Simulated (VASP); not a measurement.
# AgRh (P-6m2) in VASP: settings compared

The runs below take AgRh through single point, with BLYP, PBE.

Program: VASP 6.6.1. These are calculated values, not measurements. Logs are shortened: lines on timing, memory, paths and dates and some standing lists are left out, and cuts for length are marked.

### Step 1. The cell of the first run

It takes space group P-6m2 (No. 187, hexagonal). Conventional cell: a = 2.740 Å, b = 2.740 Å, c = 4.744 Å, α = 90.00°, β = 90.00°, γ = 120.00°. Ag (site symmetry -6m2) has 6 Ag at 2.74 Å and 6 Rh at 2.85 Å within 3.6 Å. Within 3.6 Å of Rh (site symmetry -6m2) lie 6 Rh at 2.74 Å and 6 Ag at 2.85 Å.

### Step 2. Single point, BLYP (15.42 Å³/atom)

Contents of INCAR:

```
SYSTEM = AgRh
PREC = Accurate ; ENCUT = 520
EDIFF = 1E-6 ; ISMEAR = 1
SIGMA = 0.1 ; LREAL = .FALSE.
LASPH = .TRUE. ; NELM = 80
ALGO = Normal ; ISIF = 2
LWAVE = .FALSE. ; LCHARG = .TRUE.
GGA = B5 ; ALDAX = 1.0
AGGAX = 1.0 ; AGGAC = 1.0
ALDAC = 0.0 ; LELF = .TRUE.
LVHAR = .TRUE. ; NBANDS = 20
```

Contents of KPOINTS:

```
Automatic mesh
0
G
  11 11 6
  0 0 0
```

Contents of POSCAR:

```
AgRh
1.0
    2.7400486223      0.0000000000      0.0000000000
   -1.3700243112      2.3729517146      0.0000000000
    0.0000000000      0.0000000000      4.7436129252
Ag Rh
1 1
Direct
    0.0000000000      0.0000000000      0.5000000000
    0.6666666667      0.3333333333      0.0000000000
```

Potentials or basis: VASP PAW PBE potentials, release 64 (Ag, Rh_pv).

Launch:

```sh
cat potpaw_PBE.64/Ag/POTCAR potpaw_PBE.64/Rh_pv/POTCAR > POTCAR
mpirun -np 1 vasp_std > vasp.out
```

OUTCAR:

```text
SYSTEM = AgRh
   PREC = Accurate
   ENCUT = 520
   EDIFF = 1E-6
   ISMEAR = 1
   LREAL = .FALSE.
   LASPH = .TRUE.
   NELM = 80
   ISIF = 2
   GGA = B5

 ion  position               nearest neighbor table
   1  0.000  0.000  0.500-   2 2.85   2 2.85   2 2.85   2 2.85   2 2.85   2 2.85
   2  0.667  0.333  0.000-   1 2.85   1 2.85   1 2.85   1 2.85   1 2.85   1 2.85

  LATTYP: Found a hexagonal cell.
 ALAT       =     2.7400486223
 C/A-ratio  =     1.7312148721

  Lattice vectors:

 A1 = (   2.7400486223,   0.0000000000,   0.0000000000)
 A2 = (  -1.3700243112,   2.3729517146,   0.0000000000)
 A3 = (   0.0000000000,   0.0000000000,   4.7436129252)

Analysis of symmetry for initial positions (statically):
=====================================================================
 Subroutine PRICEL returns:
 Original cell was already a primitive cell.

 Routine SETGRP: Setting up the symmetry group for a
 hexagonal supercell.

 Subroutine GETGRP returns: Found 12 space group operations
 (whereof 12 operations were pure point group operations)
 out of a pool of 24 trial point group operations.

The static configuration has the point symmetry D_3h.

Analysis of symmetry for dynamics (positions and initial velocities):
=====================================================================
 Subroutine PRICEL returns:
 Original cell was already a primitive cell.

 Routine SETGRP: Setting up the symmetry group for a
 hexagonal supercell.

 Subroutine GETGRP returns: Found 12 space group operations
 (whereof 12 operations were pure point group operations)
 out of a pool of 24 trial point group operations.

The dynamic configuration has the point symmetry D_3h.

 Subroutine INISYM returns: Found 12 space group operations
 (whereof 12 operations are pure point group operations),
 and found     1 'primitive' translations

----------------------------------------------------------------------------------------

                                     Primitive cell

  volume of cell :      30.8430

  direct lattice vectors                    reciprocal lattice vectors
     2.740048622  0.000000000  0.000000000     0.364957027  0.210708038  0.000000000
    -1.370024311  2.372951715  0.000000000     0.000000000  0.421416076  0.000000000
     0.000000000  0.000000000  4.743612925     0.000000000  0.000000000  0.210809781

  length of vectors
     2.740048622  2.740048622  4.743612925     0.421416076  0.421416076  0.210809781

  position of ions in fractional coordinates (direct lattice)
[... 71 lines left out ...]
   ISTART =      0    job   : 0-new  1-cont  2-samecut
   ICHARG =      2    charge: 1-file 2-atom 10-const
   ISPIN  =      1    spin polarized calculation?
   LNONCOLLINEAR =      F non collinear calculations
   LSORBIT =      F    spin-orbit coupling
   LASPH  =      T    aspherical Exc in radial PAW
   ENCUT  =  520.0 eV  38.22 Ry    6.18 a.u.   5.09  5.09  8.82*2*pi/ulx,y,z
   NELM   =     80;   NELMIN=  2; NELMDL= -5     # of ELM steps
   EDIFF  = 0.1E-05   stopping-criterion for ELM
   LREAL  =      F    real-space projection
   EDIFFG = 0.1E-04   stopping-criterion for IOM
   NSW    =      0    number of steps for IOM
   IBRION =     -1    ionic relax: 0-MD 1-quasi-New 2-CG
   NFREE  =      0    steps in history (QN), initial steepest desc. (CG)
   ISIF   =      2    stress and relaxation
   ISYM   =      2    0-nonsym 1-usesym 2-fastsym
   POTIM  = 0.5000    time-step for ionic-motion
   TEBEG  =    0.0;   TEEND  =   0.0 temperature during run
   PSTRESS=    0.0 pullay stress
   NELECT =      26.0000    total number of electrons
   NUPDOWN=      -1.0000    fix difference up-down
   EMIN   =  10.00;   EMAX   =-10.00  energy-range for DOS
   EFERMI =   0.00;   METHOD = LEGACY
   ISMEAR =     1;   SIGMA  =   0.10  broadening in eV -4-tet -1-fermi 0-gaus
   EFERMI_NEDOS =   21; number of points for ismear=-14 and -15
   IALGO  =     38    algorithm
   IMIX   =      4    mixing-type and parameters
     AMIX     =   0.40;   BMIX     =  1.00
     AMIX_MAG =   1.60;   BMIX_MAG =  1.00
  volume/ion in A,a.u.               =      15.42       104.07
  Fermi-wavevector in a.u.,A,eV,Ry     =   1.546490  2.922443 32.540123  2.391632
  Thomas-Fermi vector in A             =   2.651719
   LORBIT       =      0    0 simple, 1 ext, 2 COOP (PROOUT), +10 PAW based schemes
   GGA     = B5    functional components
   LHFCALC =     F    Hartree Fock is set to
   AEXX    =    0.0000 exact exchange contribution
   IVDW    =     0    specifies the selected vdW correction
   LEPSILON=     F    determine dielectric tensor
   LRPA    =     F    only Hartree local field effects (RPA)
 non-spin polarized calculation
 Methfessel and Paxton  Order N= 1 SIGMA  =   0.10
  energy-cutoff  :      520.00
  volume of cell :       30.84
 maximum number of plane-waves:       845
   NGX = 11   NGY = 11   NGZ = 17

 number of electron      25.9999998 magnetization

 Free energy of the ion-electron system (eV)
  ---------------------------------------------------
  ext. energy  EPLUGINS =         0.00000000
  ---------------------------------------------------
  free energy    TOTEN  =        -7.65131577 eV

  energy without entropy =       -7.65229391  energy(sigma->0) =       -7.65164182

 E-fermi :   9.9450     XC(G=0): -12.4265

 val. band max:        9.9254006148   @ k =   0.3636   0.0909   0.0000
 cond. band min:       9.9623515691   @ k =   0.2727   0.0000   0.0000
 fundamental gap:      0.0369509542
 Fermi energy:         9.9450238809

 k-point     1 :       0.0000    0.0000    0.0000
  band No.  band energies     occupation
      1     -35.5729      2.00000
      2     -35.5320      2.00000
      3     -35.5320      2.00000
      4       2.6428      2.00000
      5       3.9859      2.00000
      6       5.4688      2.00000
[... 541 lines left out ...]
     19      27.2729      0.00000
     20      28.3950      0.00000

 [... further k-points ...]
[... 5 lines left out ...]
  --------------------------------------------------------------------------------------
  -------------------------------------------------------------------------------------
  Total        2.9485277      2.9485277      2.5720988     -0.0000000     -0.0000000      0.0000000
  in kB      153.1649436    153.1649437    133.6108790     -0.0000000     -0.0000000      0.0000000
  external PRESSURE =     146.6469221 kB  Pullay stress =       0.0000000 kB

 VOLUME and BASIS-vectors are now :
 -----------------------------------------------------------------------------
  energy-cutoff  :      520.00
  volume of cell :       30.84
      direct lattice vectors                 reciprocal lattice vectors
     2.740048622  0.000000000  0.000000000     0.364957027  0.210708038  0.000000000
    -1.370024311  2.372951715  0.000000000     0.000000000  0.421416076  0.000000000
     0.000000000  0.000000000  4.743612925     0.000000000  0.000000000  0.210809781

 POSITION                                       TOTAL-FORCE (eV/Angst)
 -----------------------------------------------------------------------------------
      0.00000      0.00000      2.37181        -0.000000      0.000000      0.000000
      1.37002      0.79098      0.00000         0.000000     -0.000000      0.000000
 -----------------------------------------------------------------------------------
    total drift:                                0.000000     -0.000000      0.000000

  FREE ENERGIE OF THE ION-ELECTRON SYSTEM (eV)
  ---------------------------------------------------
  free  energy   TOTEN  =        -7.6513157718 eV

  energy  without entropy=       -7.6522939082  energy(sigma->0) =       -7.65164182
```

stdout:

```text
POSCAR found type information on POSCAR AgRh
 POSCAR found :  2 types and       2 ions
 scaLAPACK will be used
 -----------------------------------------------------------------------------
|                                                                             |
|                                                                             |
|     You enforced a specific xc type in the INCAR file but a different       |
|     I HOPE YOU KNOW WHAT YOU ARE DOING!                                     |
|                                                                             |
 -----------------------------------------------------------------------------

 LDA part: xc-table for (Slater(with rela. corr.)+VWN5), standard interpolation
 POSCAR, INCAR and KPOINTS ok, starting setup
 FFT: planning ... GRIDC
 FFT: planning ... GRID_SOFT
 FFT: planning ... GRID
 WAVECAR not read
 entering main loop
```

It took 68 s on 1 thread of Intel Xeon 8259CL, shared host; peak memory 0.17 GiB.

Results:

| Property | Result |
| --- | --- |
| Free energy | -7.6513 eV |
| Pressure | 14.7 GPa |
| Band gap on the k mesh | zero (bands 13 and 14 overlap by 1.43 eV) |

Caveat: the cell stands under pressure; the PAW data sets were made with another functional, which shifts forces and pressure a little.

[end of part 1 of 2]
